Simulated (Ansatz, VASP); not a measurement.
This is a calculation of CaO for VASP 6.6.1.

INCAR

```
PREC     = Accurate       # precision mode
ENCUT    = 520            # plane-wave cutoff, eV
EDIFF    = 1E-6           # SCF threshold, eV
ISMEAR   = 0              # smearing method
SIGMA    = 0.015          # smearing width, eV
LREAL    = F              # projectors in reciprocal space
LASPH    = T              # aspherical terms in the spheres
NELM     = 60             # most SCF steps
ALGO     = Normal         # electronic algorithm
ISIF     = 2              # what is computed and relaxed
LWAVE    = F              # write WAVECAR
LCHARG   = F              # write CHGCAR
GGA      = PE             # functional
NBANDS   = 15             # bands
```

File KPOINTS:

```
regular mesh
0
Gamma
  10 10 10
```

Contents of POSCAR:

```
CaO
1.0
    0.0000000000      2.4035556960      2.4035556960
    2.4035556960      0.0000000000      2.4035556960
    2.4035556960      2.4035556960      0.0000000000
Ca O
1 1
Direct
    0.0000000000      0.0000000000      0.0000000000
    0.5000000000      0.5000000000      0.5000000000
```

Potentials or basis: VASP PAW PBE potentials, release 64 (Ca_sv, O).

Run with:

```sh
$ cat potpaw_PBE.64/Ca_sv/POTCAR potpaw_PBE.64/O/POTCAR > POTCAR
$ mpirun -np 1 vasp_std > vasp.out
```

Q: Set up the same calculation for Ansatz 0.2.0. Potentials there: all-electron LAPW, scalar-relativistic.

A: As run (the cutoff follows the program's own potentials):

The input input.yaml:

```yaml
crystal:
  lattice:
    - [0.0, 2.403555696, 2.403555696]
    - [2.403555696, 0.0, 2.403555696]
    - [2.403555696, 2.403555696, 0.0]
  atoms:
    - { symbol: Ca, position: [0.0, 0.0, 0.0] }
    - { symbol: O, position: [0.5, 0.5, 0.5] }
kpoints:
  mp_grid: { grid: [10, 10, 10] }
scf:
  occupations: { method: gaussian, width: 0.015 }
hamiltonian:
  xc: pbe
  pseudopotentials: { kind: all_electron, lapw: { basis_error: 0.001 } }
output:
  forces: true
  stress: true
  eigenvalues: true
```

Potentials or basis: all-electron LAPW, scalar-relativistic.

Launch:

```console
$ ansatz run input.yaml --threads 1 --pin off --max-ram 3072MiB --backend cpu --events-out ev --progress --plain --runs-dir out
```

Both were run:

|  | VASP | Ansatz | Ansatz less VASP |
| --- | --- | --- | --- |
| gap on the k mesh at the Fermi level (eV) | 3.64 | 3.65 | +0.017 |
| least direct gap on the mesh (eV) | 4.01 | 4.03 | +0.016 |
| pressure (GPa) | 2.2 | 1.6 | -0.57 |

Ansatz ran all-electron here, and VASP with PAW potentials.
